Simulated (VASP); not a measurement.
Set up this calculation in VASP 6.6.1, as the native input.

* Task: single point
* Functional: r2SCAN
* Potentials or basis: VASP PAW PBE potentials, release 64 (Ta_pv, H)
* Cutoff: 520 eV
* k mesh: 12 × 12 × 8
* Occupations: gaussian, width 0.05 eV
* Spin: no spin polarisation
* Dipole correction: no
* Further INCAR settings: ALGO = Normal; EDIFF = 1e-07; NBANDS = 18

Ta2H:

```
Ta H
1.0
     1.68537   -2.32306    0.00000
     1.68537    2.32306    0.00000
     0.00000    0.00000    4.66143
Ta H
2 1
Direct
  0.00000 0.50000 0.26457
  0.50000 0.00000 0.73543
  0.00000 0.00000 0.00000
```

These files were run (other wordings do the same):

POSCAR

```
Ta2H
1.0
    1.6853731072     -2.3230581208      0.0000000000
    1.6853731072      2.3230581208      0.0000000000
    0.0000000000      0.0000000000      4.6614284718
Ta H
2 1
Direct
    0.0000000000      0.5000000000      0.2645697700
    0.5000000000      0.0000000000      0.7354302300
    0.0000000000      0.0000000000      0.0000000000
```

INCAR.step1

```
SYSTEM = Ta2H
  ALGO = Normal
  EDIFF = 1E-4
  ENCUT = 520
  GGA = PE
  ISMEAR = 0
  LASPH = .TRUE.
  LCHARG = .FALSE.
  LREAL = .FALSE.
  LWAVE = .TRUE.
  NBANDS = 18
  NELM = 80
  PREC = Accurate
  SIGMA = 0.05
```

INCAR.step2

```
SYSTEM = Ta2H
  ALGO = Normal
  EDIFF = 1E-7
  ENCUT = 520
  ISIF = 2
  ISMEAR = 0
  ISTART = 1
  LASPH = .TRUE.
  LCHARG = .FALSE.
  LMIXTAU = .TRUE.
  LREAL = .FALSE.
  LWAVE = .FALSE.
  METAGGA = R2SCAN
  NBANDS = 18
  NELM = 80
  PREC = Accurate
  SIGMA = 0.05
```

KPOINTS

```
k-points
0
G
  12 12 8
  0 0 0
```

Potentials or basis: VASP PAW PBE potentials, release 64 (Ta_pv, H).

Command:

```bash
$ cat potpaw_PBE.64/Ta_pv/POTCAR potpaw_PBE.64/H/POTCAR > POTCAR
$ cp INCAR.step1 INCAR
$ mpirun -np 1 vasp_std > vasp.out
$ cp INCAR.step2 INCAR
$ mpirun -np 1 vasp_std > vasp.out
```

Results of the run:

| Quantity | Value |
| --- | --- |
| Pressure | 14.9 GPa |
| Largest force | 0.106 eV/Å |
| Band gap on the k mesh | zero (an odd number of electrons rules out a gap without spin polarisation) |

Caveat: the cell stands under pressure; the PAW data sets were made with another functional, which shifts forces and pressure a little; spin-orbit coupling is left out, which moves the levels of the heavy elements.

Wall time 10 min on 1 thread of Intel Xeon 8259CL, with other jobs on the host, peak memory 0.26 GiB.
